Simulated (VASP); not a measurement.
# GaAsH3: single point with PBE

GaAsH3, a wire with vacuum:

```
CELL_PARAMETERS angstrom
15.10000 0.00000 0.00000
0.00000 16.90000 0.00000
0.00000 0.00000 5.74538
ATOMIC_POSITIONS crystal
Ga 0.64173 0.50000 0.00000
Ga 0.45148 0.50000 0.50000
Ga 0.45148 0.33002 0.00000
Ga 0.45148 0.66998 0.00000
As 0.35636 0.58499 0.75000
As 0.35636 0.41501 0.25000
As 0.54661 0.58499 0.25000
As 0.54661 0.41501 0.75000
H 0.70176 0.55364 0.84223
H 0.70176 0.44636 0.15777
H 0.29824 0.53306 0.90274
H 0.29824 0.63692 0.59726
H 0.29824 0.46694 0.09726
H 0.29824 0.36308 0.40274
H 0.60472 0.63692 0.40274
H 0.39145 0.27638 0.84223
H 0.51151 0.27638 0.15777
H 0.39145 0.72362 0.15777
H 0.51151 0.72362 0.84223
H 0.60472 0.36308 0.59726
```

| Quantity | Value |
| --- | --- |
| Program | VASP 6.6.1 |
| Task | single point |
| Functional | PBE |
| Potentials or basis | VASP PAW PBE potentials, release 64 (Ga_d, As, H) |
| Cutoff | 520 eV |
| k mesh | 1 × 1 × 10 |
| Occupations | gaussian, width 0.05 eV |
| Spin | no spin polarisation |

```yaml
Largest_force: 1.231 eV/Å
Band_gap_on_the_k_mesh: 3.05 eV
```

Forces on the atoms (eV/Å):
```
Ga   1.088  0.000  0.000
Ga   0.457  0.000  0.000
Ga   0.203 -1.123 -0.461
Ga   0.203  1.123  0.461
As   0.972  0.117 -0.015
As   0.972 -0.117  0.015
As  -0.705 -0.544 -0.577
As  -0.705  0.544  0.577
H   -0.234  0.220 -0.119
H   -0.234 -0.220  0.119
H   -0.439  0.196 -0.298
H   -0.220 -0.203  0.164
H   -0.439 -0.196  0.298
H   -0.220  0.203 -0.164
H   -0.110 -0.041  0.042
H   -0.270  0.209 -0.100
H    0.030  0.320  0.242
H   -0.270 -0.209  0.100
H    0.030 -0.320 -0.242
H   -0.110  0.041 -0.042
```

Levels at points of the mesh, in eV from the valence-band top:
```
           k point  band 39  band 40  band 41  band 42  band 43  band 44  band 45  band 46
(0.00, 0.00, 0.00)    -0.80    -0.38    -0.14     0.00     3.05     3.61     3.89     4.16
(0.00, 0.00, 0.50)    -0.57    -0.34    -0.28    -0.25     3.25     3.41     3.48     4.10
```

Wall time 31 min on 1 thread of Intel Xeon 8259CL (shared host), peak memory 1.4 GiB.
